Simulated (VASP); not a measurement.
# Mn (Fd-3m) in VASP: notebook

Runs on Mn. Level: RPBE. Tasks: single point.

Program: VASP 6.6.1. These are calculated values, not measurements. Logs are shortened: lines on timing, memory, paths and dates and some standing lists are left out, and cuts for length are marked.

### 1 The cell of the first run

The structure is cubic, space group Fd-3m (No. 227). The conventional cell has a = 5.306 Å, b = 5.306 Å, c = 5.306 Å, α = 90.00°, β = 90.00°, γ = 90.00°. Mn (site symmetry -43m) has 4 Mn at 2.30 Å within 3.0 Å.

This isn't the form of Mn at room conditions, which is a 58-atom cubic cell.

### 2 Single point, RPBE, collinear spin, antiferromagnetic start

INCAR

```
PREC = Accurate
ENCUT = 520
EDIFF = 1E-7
ISMEAR = -1
SIGMA = 0.05
LREAL = F
LASPH = T
NELM = 150
ALGO = Normal
ISIF = 2
LWAVE = F
LCHARG = T
ISPIN = 2
MAGMOM = 3 -3
LORBIT = 11
LMAXMIX = 4
GGA = RP
LELF = T
LVHAR = T
NBANDS = 24
```

KPOINTS

```
regular mesh
0
Gamma
  11 11 11
```

POSCAR

```
Mn
1.0
    0.0000000000      2.6531206492      2.6531206492
    2.6531206492      0.0000000000      2.6531206492
    2.6531206492      2.6531206492      0.0000000000
Mn
2
Direct
    0.1250000000      0.1250000000      0.1250000000
    0.8750000000      0.8750000000      0.8750000000
```

Potentials or basis: VASP PAW PBE potentials, release 64 (Mn_pv).

Started as:

```sh
> cat potpaw_PBE.64/Mn_pv/POTCAR > POTCAR
> mpirun -np 1 vasp_std > vasp.out
```

OUTCAR:

```text
PREC = Accurate
   ENCUT = 520
   EDIFF = 1E-7
   ISMEAR = -1
   LREAL = F
   LASPH = T
   NELM = 150
   ISIF = 2
   ISPIN = 2
   LORBIT = 11
   GGA = RP

 ion  position               nearest neighbor table
   1  0.125  0.125  0.125-   2 2.30   2 2.30   2 2.30   2 2.30
   2  0.875  0.875  0.875-   1 2.30   1 2.30   1 2.30   1 2.30

  LATTYP: Found a face centered cubic cell.
 ALAT       =     5.3062412984

  Lattice vectors:

 A1 = (   0.0000000000,   2.6531206492,   2.6531206492)
 A2 = (   2.6531206492,   0.0000000000,   2.6531206492)
 A3 = (   2.6531206492,   2.6531206492,   0.0000000000)

Analysis of symmetry for initial positions (statically):
=====================================================================
 Subroutine PRICEL returns:
 Original cell was already a primitive cell.

 Routine SETGRP: Setting up the symmetry group for a
 face centered cubic supercell.

 Subroutine GETGRP returns: Found 48 space group operations
 (whereof 12 operations were pure point group operations)
 out of a pool of 48 trial point group operations.

The static configuration has the point symmetry D_3d.
 The point group associated with its full space group is O_h .

Analysis of symmetry for dynamics (positions and initial velocities):
=====================================================================
 Subroutine PRICEL returns:
 Original cell was already a primitive cell.

 Routine SETGRP: Setting up the symmetry group for a
 face centered cubic supercell.

 Subroutine GETGRP returns: Found 48 space group operations
 (whereof 12 operations were pure point group operations)
 out of a pool of 48 trial point group operations.

The dynamic configuration has the point symmetry D_3d.
 The point group associated with its full space group is O_h .

Analysis of structural, dynamic, and magnetic symmetry:
=====================================================================
 Subroutine PRICEL returns:
 Original cell was already a primitive cell.

 Routine SETGRP: Setting up the symmetry group for a
 face centered cubic supercell.

 Subroutine GETGRP returns: Found 48 space group operations
 (whereof 12 operations were pure point group operations)
 out of a pool of 48 trial point group operations.

The overall configuration has the point symmetry D_3d.
 The point group associated with its full space group is O_h .

 Subroutine INISYM returns: Found 48 space group operations
 (whereof 12 operations are pure point group operations),
 and found     1 'primitive' translations

[... 116 lines left out ...]
  Fermi-wavevector in a.u.,A,eV,Ry     =   1.450883  2.741771 28.641086  2.105060
  Thomas-Fermi vector in A             =   2.568444
   LORBIT       =     11    0 simple, 1 ext, 2 COOP (PROOUT), +10 PAW based schemes
   GGA     = RP    functional components
   LHFCALC =     F    Hartree Fock is set to
   AEXX    =    0.0000 exact exchange contribution
   IVDW    =     0    specifies the selected vdW correction
   LEPSILON=     F    determine dielectric tensor
   LRPA    =     F    only Hartree local field effects (RPA)
 spin polarized calculation
  energy-cutoff  :      520.00
  volume of cell :       37.35
 maximum number of plane-waves:      1018
   NGX = 13   NGY = 13   NGZ = 13

 number of electron      26.0000007 magnetization       0.0000000

 number of electron      26.0000007 magnetization      -0.0000000

 Free energy of the ion-electron system (eV)
  ---------------------------------------------------
  ext. energy  EPLUGINS =         0.00000000
  ---------------------------------------------------
  free energy    TOTEN  =       -14.58539346 eV

  energy without entropy =      -14.57981565  energy(sigma->0) =      -14.58260455

 E-fermi :   5.1162     XC(G=0): -10.5094

 val. band max:        5.1004808849   @ k =   0.0909   0.0909   0.0000
 cond. band min:       5.1473334365   @ k =   0.0909   0.0000   0.0000
 fundamental gap:      0.0468525516
 Fermi energy:         5.1162179445

 spin component 1

 k-point     1 :       0.0000    0.0000    0.0000
  band No.  band energies     occupation
      1     -44.6610      1.00000
      2     -44.6610      1.00000
      3     -44.6610      1.00000
      4     -41.6970      1.00000
      5     -41.6970      1.00000
      6     -41.6970      1.00000
[... 637 lines left out ...]
     23      18.7112      0.00000
     24      19.1615      0.00000

 [... further k-points ...]

 spin component 2

 k-point     1 :       0.0000    0.0000    0.0000
  band No.  band energies     occupation
      1     -44.6610      1.00000
      2     -44.6610      1.00000
      3     -44.6610      1.00000
      4     -41.6970      1.00000
      5     -41.6970      1.00000
      6     -41.6970      1.00000
[... 637 lines left out ...]
     23      18.7112      0.00000
     24      19.1615      0.00000

 [... further k-points ...]

------------------------ aborting loop because EDIFF is reached ----------------------------------------

  FORCE on cell =-STRESS in cart. coord.  units (eV):
  Direction    XX          YY          ZZ          XY          YZ          ZX
  --------------------------------------------------------------------------------------
  -------------------------------------------------------------------------------------
  Total        0.0756502      0.0756502      0.0756502      0.0000000     -0.0000000      0.0000000
  in kB        3.2450364      3.2450364      3.2450364      0.0000000     -0.0000000      0.0000000
  external PRESSURE =       3.2450364 kB  Pullay stress =       0.0000000 kB

 VOLUME and BASIS-vectors are now :
 -----------------------------------------------------------------------------
  energy-cutoff  :      520.00
  volume of cell :       37.35
      direct lattice vectors                 reciprocal lattice vectors
     0.000000000  2.653120649  2.653120649    -0.188457317  0.188457317  0.188457317
     2.653120649  0.000000000  2.653120649     0.188457317 -0.188457317  0.188457317
     2.653120649  2.653120649  0.000000000     0.188457317  0.188457317 -0.188457317

 POSITION                                       TOTAL-FORCE (eV/Angst)
 -----------------------------------------------------------------------------------
      0.66328      0.66328      0.66328        -0.000000     -0.000000     -0.000000
      4.64296      4.64296      4.64296         0.000000      0.000000      0.000000
 -----------------------------------------------------------------------------------
    total drift:                                0.000000      0.000000     -0.000000

  FREE ENERGIE OF THE ION-ELECTRON SYSTEM (eV)
  ---------------------------------------------------
  free  energy   TOTEN  =       -14.5853934565 eV

  energy  without entropy=      -14.5798156505  energy(sigma->0) =      -14.58260455

 total charge

# of ion       s       p       d       tot
------------------------------------------
    1        0.439   6.205   5.082  11.727
    2        0.439   6.205   5.082  11.727
--------------------------------------------------
tot          0.879  12.410  10.164  23.454

 magnetization (x)

# of ion       s       p       d       tot
------------------------------------------
    1        0.076  -0.007   2.735   2.803
    2       -0.076   0.007  -2.735  -2.803
--------------------------------------------------
tot         -0.000   0.000  -0.000  -0.000
```

OSZICAR:

```text
N       E                     dE             d eps       ncg     rms          rms(c)
DAV:   1     0.268792963676E+03    0.26879E+03   -0.15539E+04  5376   0.134E+03
DAV:   2    -0.520614327065E+01   -0.27400E+03   -0.26277E+03  5544   0.388E+02
DAV:   3    -0.156112034189E+02   -0.10405E+02   -0.10369E+02  6232   0.897E+01
DAV:   4    -0.157395470241E+02   -0.12834E+00   -0.12834E+00  6104   0.949E+00
DAV:   5    -0.157426734224E+02   -0.31264E-02   -0.31264E-02  6352   0.148E+00    0.116E+01
DAV:   6    -0.146063983832E+02    0.11363E+01   -0.69679E+00  6048   0.303E+01    0.784E+00
DAV:   7    -0.145693733502E+02    0.37025E-01   -0.70985E-01  5848   0.931E+00    0.277E+00
DAV:   8    -0.145817799903E+02   -0.12407E-01   -0.22745E-02  6296   0.101E+00    0.961E-01
DAV:   9    -0.145846819180E+02   -0.29019E-02   -0.31867E-02  6048   0.974E-01    0.230E-01
DAV:  10    -0.145852373805E+02   -0.55546E-03   -0.17248E-03  5984   0.362E-01    0.132E-01
DAV:  11    -0.145853757712E+02   -0.13839E-03   -0.82324E-04  6368   0.183E-01    0.566E-02
DAV:  12    -0.145853961099E+02   -0.20339E-04   -0.46205E-05  5880   0.594E-02    0.172E-02
DAV:  13    -0.145853971155E+02   -0.10056E-05   -0.39701E-06  6488   0.167E-02    0.106E-02
DAV:  14    -0.145853947702E+02    0.23453E-05   -0.16444E-06  6456   0.117E-02    0.571E-03
DAV:  15    -0.145853934608E+02    0.13094E-05   -0.55273E-07  6104   0.470E-03    0.653E-04
DAV:  16    -0.145853934565E+02    0.43074E-08   -0.37477E-08  3016   0.132E-03
   1 F= -.14585393E+02 E0= -.14582605E+02  d E =-.557781E-02  mag=     0.0000
```

stdout:

```text
POSCAR found type information on POSCAR Mn
 POSCAR found :  1 types and       2 ions
 scaLAPACK will be used
 -----------------------------------------------------------------------------
|                                                                             |
|                                                                             |
|     You enforced a specific xc type in the INCAR file but a different       |
|     I HOPE YOU KNOW WHAT YOU ARE DOING!                                     |
|                                                                             |
 -----------------------------------------------------------------------------

 LDA part: xc-table for (Slater+PW92), standard interpolation
 POSCAR, INCAR and KPOINTS ok, starting setup
 FFT: planning ... GRIDC
 FFT: planning ... GRID_SOFT
 FFT: planning ... GRID
 WAVECAR not read
 entering main loop
```

Run time: 2.7 min. Hardware: 1 thread of Intel Xeon Platinum 8488C (Sapphire Rapids), shared host; peak memory 0.2 GiB.

Results:

```yaml
Free_energy: -14.5854 eV
Pressure: 0.3 GPa
Band_gap_on_the_k_mesh: zero (filled and empty bands touch)
Net_moment: 0.00 μB per cell
Site_moments: Mn +2.80, -2.80 μB
Valence_electrons_inside_the_program's_atomic_spheres: Mn 11.73
```

Levels at points of the mesh, in eV from the Fermi level:
Spin up:
| k point | band 9 | band 10 | band 11 | band 12 | band 13 | band 14 | band 15 | band 16 | band 17 | band 18 |
| --- | --- | --- | --- | --- | --- | --- | --- | --- | --- | --- |
| (0.00, 0.00, 0.00) | -2.81 | -2.72 | -2.72 | -2.72 | 0.11 | 0.11 | 0.11 | 1.53 | 1.53 | 11.63 |
Spin down:
| k point | band 10 | band 11 | band 12 | band 13 | band 14 | band 15 | band 16 | band 17 |
| --- | --- | --- | --- | --- | --- | --- | --- | --- |
| (0.00, 0.00, 0.00) | -2.72 | -2.72 | -2.72 | 0.11 | 0.11 | 0.11 | 1.53 | 1.53 |

Caveat: the antiferromagnetic order is the one typed at the start, and another may lie lower; the PAW data sets were made with another functional, which shifts forces and pressure a little.

### 3 Single point, RPBE, collinear spin, antiferromagnetic start (16.43 Å³/atom)

This run uses another cell than the first one, of 16.43 Å³/atom.

INCAR

```
SYSTEM = Mn
  PREC = Accurate
  ENCUT = 520
  EDIFF = 1E-6
  ISMEAR = -1
  SIGMA = 0.05
  LREAL = .FALSE.
  LASPH = .TRUE.
  NELM = 150
  ALGO = Normal
  ISIF = 2
  LWAVE = .FALSE.
  LCHARG = .FALSE.
  ISPIN = 2
  MAGMOM = 2.622 -2.622
  LORBIT = 11
  LMAXMIX = 4
  GGA = RP
  NBANDS = 24
```

KPOINTS

```
Automatic mesh
0
G
  12 12 12
  0 0 0
```

POSCAR

```
Mn
1.0
    0.0000000000      2.5424429923      2.5424429923
    2.5424429923      0.0000000000      2.5424429923
    2.5424429923      2.5424429923      0.0000000000
Mn
2
Direct
    0.1250000000      0.1250000000      0.1250000000
    0.8750000000      0.8750000000      0.8750000000
```

Potentials or basis: VASP PAW PBE potentials, release 64 (Mn_pv).

Started as:

```sh
> cat potpaw_PBE.64/Mn_pv/POTCAR > POTCAR
> mpirun -np 1 vasp_std > vasp.out
```

Run time: 2.6 min. Hardware: 1 thread of Intel Xeon Platinum 8488C (Sapphire Rapids), shared host; peak memory 0.22 GiB.

The run converged. Its results:

| Quantity | Value |
| --- | --- |
| Free energy | -14.4954 eV |
| Pressure | 6.9 GPa |
| Band gap on the k mesh | zero (filled and empty bands overlap) |
| Net moment | 0.00 μB per cell |
| Site moments | Mn +2.23, -2.23 μB |
| Valence electrons inside the program's atomic spheres | Mn 11.90 |

Levels at points of the mesh, in eV from the Fermi level:
Spin up:
| k point | band 10 | band 11 | band 12 | band 13 | band 14 | band 15 | band 16 | band 17 |
| --- | --- | --- | --- | --- | --- | --- | --- | --- |
| (0.00, 0.00, 0.00) | -2.49 | -2.49 | -2.49 | 0.14 | 0.14 | 0.14 | 1.82 | 1.82 |
| (0.50, 0.00, 0.00) | -2.45 | -2.41 | -2.41 | -1.20 | 0.67 | 0.67 | 1.57 | 1.57 |
| (0.50, 0.50, 0.00) | -2.34 | -1.62 | -1.37 | -1.04 | 0.72 | 1.68 | 1.68 | 2.30 |
Spin down:
```
           k point  band 10  band 11  band 12  band 13  band 14  band 15  band 16  band 17
(0.00, 0.00, 0.00)    -2.49    -2.49    -2.49     0.14     0.14     0.14     1.82     1.82
(0.50, 0.00, 0.00)    -2.45    -2.41    -2.41    -1.20     0.67     0.67     1.57     1.57
(0.50, 0.50, 0.00)    -2.34    -1.62    -1.37    -1.04     0.72     1.68     1.68     2.30
```

Caveat: the cell stands under pressure; the antiferromagnetic order is the one typed at the start, and another may lie lower; the PAW data sets were made with another functional, which shifts forces and pressure a little.

### 4 Single point, RPBE, collinear spin, antiferromagnetic start (17.18 Å³/atom)

This run uses another cell than the first one, of 17.18 Å³/atom.

INCAR

```
SYSTEM = Mn
  ALGO = Normal
  EDIFF = 1E-6
  ENCUT = 520
  GGA = RP
  ISIF = 2
  ISMEAR = -1
  ISPIN = 2
  LASPH = .True.
  LCHARG = .False.
  LMAXMIX = 4
  LORBIT = 11
  LREAL = .False.
  LWAVE = .False.
  MAGMOM = 2.622 -2.622
  NBANDS = 24
  NELM = 150
  PREC = Accurate
  SIGMA = 0.05
```

KPOINTS

```
k-points
0
Gamma
  12 12 12
  0 0 0
```

POSCAR

```
Mn
1.0
    0.0000000000      2.5803954980      2.5803954980
    2.5803954980      0.0000000000      2.5803954980
    2.5803954980      2.5803954980      0.0000000000
Mn
2
Direct
    0.1250000000      0.1250000000      0.1250000000
    0.8750000000      0.8750000000      0.8750000000
```

Potentials or basis: VASP PAW PBE potentials, release 64 (Mn_pv).

Started as:

```sh
> cat potpaw_PBE.64/Mn_pv/POTCAR > POTCAR
> mpirun -np 1 vasp_std > vasp.out
```

OUTCAR:

```text
SYSTEM = Mn
   EDIFF = 1E-6
   ENCUT = 520
   GGA = RP
   ISIF = 2
   ISMEAR = -1
   ISPIN = 2
   LASPH = .True.
   LORBIT = 11
   LREAL = .False.
   NELM = 150
   PREC = Accurate

 ion  position               nearest neighbor table
   1  0.125  0.125  0.125-   2 2.23   2 2.23   2 2.23   2 2.23
   2  0.875  0.875  0.875-   1 2.23   1 2.23   1 2.23   1 2.23

  LATTYP: Found a face centered cubic cell.
 ALAT       =     5.1607909960

  Lattice vectors:

 A1 = (   0.0000000000,   2.5803954980,   2.5803954980)
 A2 = (   2.5803954980,   0.0000000000,   2.5803954980)
 A3 = (   2.5803954980,   2.5803954980,   0.0000000000)

Analysis of symmetry for initial positions (statically):
=====================================================================
 Subroutine PRICEL returns:
 Original cell was already a primitive cell.

 Routine SETGRP: Setting up the symmetry group for a
 face centered cubic supercell.

 Subroutine GETGRP returns: Found 48 space group operations
 (whereof 12 operations were pure point group operations)
 out of a pool of 48 trial point group operations.

[... 1487 lines left out ...]
     24      23.4959      0.00000

 [... further k-points ...]

------------------------ aborting loop because EDIFF is reached ----------------------------------------

  FORCE on cell =-STRESS in cart. coord.  units (eV):
  Direction    XX          YY          ZZ          XY          YZ          ZX
  --------------------------------------------------------------------------------------
  -------------------------------------------------------------------------------------
  Total        0.8690509      0.8690509      0.8690509     -0.0000000     -0.0000000     -0.0000000
  in kB       40.5197715     40.5197715     40.5197715     -0.0000000     -0.0000000     -0.0000000
  external PRESSURE =      40.5197715 kB  Pullay stress =       0.0000000 kB

 VOLUME and BASIS-vectors are now :
 -----------------------------------------------------------------------------
  energy-cutoff  :      520.00
  volume of cell :       34.36
      direct lattice vectors                 reciprocal lattice vectors
     0.000000000  2.580395498  2.580395498    -0.193768746  0.193768746  0.193768746
     2.580395498  0.000000000  2.580395498     0.193768746 -0.193768746  0.193768746
     2.580395498  2.580395498  0.000000000     0.193768746  0.193768746 -0.193768746

 POSITION                                       TOTAL-FORCE (eV/Angst)
 -----------------------------------------------------------------------------------
      0.64510      0.64510      0.64510        -0.000000     -0.000000      0.000000
      4.51569      4.51569      4.51569         0.000000      0.000000     -0.000000
 -----------------------------------------------------------------------------------
    total drift:                                0.000000      0.000000     -0.000000

  FREE ENERGIE OF THE ION-ELECTRON SYSTEM (eV)
  ---------------------------------------------------
  free  energy   TOTEN  =       -14.5464159128 eV

  energy  without entropy=      -14.5416100762  energy(sigma->0) =      -14.54401299

 total charge

# of ion       s       p       d       tot
------------------------------------------
    1        0.457   6.229   5.150  11.837
    2        0.457   6.229   5.150  11.837
--------------------------------------------------
tot          0.914  12.458  10.301  23.673

 magnetization (x)

# of ion       s       p       d       tot
------------------------------------------
    1        0.065  -0.012   2.393   2.446
    2       -0.065   0.012  -2.393  -2.446
--------------------------------------------------
tot          0.000   0.000   0.000   0.000
```

stdout:

```text
POSCAR found type information on POSCAR Mn
 POSCAR found :  1 types and       2 ions
 scaLAPACK will be used
 -----------------------------------------------------------------------------
|                                                                             |
|                                                                             |
|     You enforced a specific xc type in the INCAR file but a different       |
|     I HOPE YOU KNOW WHAT YOU ARE DOING!                                     |
|                                                                             |
 -----------------------------------------------------------------------------

 LDA part: xc-table for (Slater+PW92), standard interpolation
 POSCAR, INCAR and KPOINTS ok, starting setup
 FFT: planning ... GRIDC
 FFT: planning ... GRID_SOFT
 FFT: planning ... GRID
 WAVECAR not read
 entering main loop
```

Run time: 2.8 min. Hardware: 1 thread of Intel Xeon Platinum 8488C (Sapphire Rapids), shared host; peak memory 0.22 GiB.

What came out:

| Item | Value |
| --- | --- |
| Free energy | -14.5464 eV |
| Pressure | 4.1 GPa |
| Band gap on the k mesh | zero (filled and empty bands overlap) |
| Net moment | 0.00 μB per cell |
| Site moments | Mn +2.45, -2.45 μB |
| Valence electrons inside the program's atomic spheres | Mn 11.84 |

Levels at points of the mesh, in eV from the Fermi level:
Spin up:
```csv
k point,band 10,band 11,band 12,band 13,band 14,band 15,band 16,band 17
"(0.00, 0.00, 0.00)",-2.57,-2.57,-2.57,0.13,0.13,0.13,1.70,1.70
"(0.50, 0.00, 0.00)",-2.46,-2.46,-2.40,-1.30,0.61,0.61,1.48,1.48
"(0.50, 0.50, 0.00)",-2.41,-1.78,-1.45,-1.13,0.76,1.56,1.56,2.08
```
Spin down:
| k point | band 11 | band 12 | band 13 | band 14 | band 15 | band 16 |
| --- | --- | --- | --- | --- | --- | --- |
| (0.00, 0.00, 0.00) | -2.57 | -2.57 | 0.13 | 0.13 | 0.13 | 1.70 |
| (0.50, 0.00, 0.00) | -2.46 | -2.40 | -1.30 | 0.61 | 0.61 | 1.48 |
| (0.50, 0.50, 0.00) | -1.78 | -1.45 | -1.13 | 0.76 | 1.56 | 1.56 |

Caveat: the cell stands under pressure; the antiferromagnetic order is the one typed at the start, and another may lie lower; the PAW data sets were made with another functional, which shifts forces and pressure a little.

(Part 1 of 2 ends here.)

The gap in the log of VASP goes by the Fermi energy; the results here count the filled bands.